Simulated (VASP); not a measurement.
A run of VASP 6.6.1 is set up as follows.

The input INCAR:

```
SYSTEM = WS2
  PREC = Accurate
  ENCUT = 520
  EDIFF = 1E-6
  ISMEAR = 0
  SIGMA = 0.05
  LREAL = .FALSE.
  LASPH = .TRUE.
  NELM = 150
  ALGO = Normal
  ISIF = 2
  LWAVE = .FALSE.
  LCHARG = .TRUE.
  ISPIN = 2
  MAGMOM = 2 2 0 0 0 0
  LORBIT = 11
  LMAXMIX = 4
  GGA = PE
  LELF = .TRUE.
  LVHAR = .TRUE.
  NBANDS = 39
```

The input KPOINTS:

```
regular mesh
0
G
  10 10 2
  0 0 0
```

POSCAR

```
WS2
1.0
    3.1878273111      0.0000000001      0.0000000000
   -1.5939136556      2.7607394343      0.0000000000
    0.0000000000      0.0000000000     14.8571278143
W S
2 4
Direct
    0.3333333333      0.6666666667      0.2500000000
    0.6666666667      0.3333333333      0.7500000000
    0.3333333333      0.6666666667      0.6442570267
    0.6666666667      0.3333333333      0.1442570267
    0.3333333333      0.6666666667      0.8557429733
    0.6666666667      0.3333333333      0.3557429733
```

Potentials or basis: VASP PAW PBE potentials, release 64 (W_sv, S).

Run with:

```sh
$ cat potpaw_PBE.64/W_sv/POTCAR potpaw_PBE.64/S/POTCAR > POTCAR
$ mpirun -np 1 vasp_std > vasp.out
```

Predict the pressure.

0.0 GPa.

Estimate the net moment.

0.00 μB per cell.

Estimate the band gap on the k mesh.

1.78 eV (least direct gap 2.14 eV).

Forces in eV/Å, atoms in the order of the input:
```
W    0.000  0.000  0.000
W    0.000  0.000  0.000
S    0.000  0.000 -0.003
S    0.000  0.000 -0.003
S    0.000  0.000  0.003
S    0.000  0.000  0.003
```

Caveat: spin-orbit coupling is left out, which moves the levels of the heavy elements; this functional lacks dispersion, which binds the layers, so the pressure and a relaxed spacing across them are unreliable. A k mesh can miss the band edges.
